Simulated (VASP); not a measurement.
A run of VASP 6.6.1:

Contents of INCAR:

```
SYSTEM = Rb
PREC = Accurate ; ENCUT = 520
EDIFF = 1E-6 ; ISMEAR = 0
SIGMA = 0.1 ; LREAL = .False.
LASPH = .True. ; NELM = 100
ALGO = Normal ; ISIF = 2
LWAVE = .False. ; LCHARG = .False.
GGA = PS ; NBANDS = 10
```

KPOINTS

```
regular mesh
0
Gamma
  10 10 10
  0 0 0
```

POSCAR

```
Rb
1.0
   -2.8586340750      2.8586340750      2.8586340750
    2.8586340750     -2.8586340750      2.8586340750
    2.8586340750      2.8586340750     -2.8586340750
Rb
1
Direct
    0.0000000000      0.0000000000      0.0000000000
```

Potentials or basis: VASP PAW PBE potentials, release 64 (Rb_sv).

Command:

```sh
$ cat potpaw_PBE.64/Rb_sv/POTCAR > POTCAR
$ mpirun -np 1 vasp_std > vasp.out
```

Hardware: 1 thread of Intel(R) Xeon(R) 6975P-C (Granite Rapids), on a shared host.

**Question.** Estimate the wall time of this run.

**Answer.** It took 31 s on 1 thread of Intel(R) Xeon(R) 6975P-C (Granite Rapids) (shared host), peak memory 0.24 GiB. Counts: scf iterations 10, k points 47.
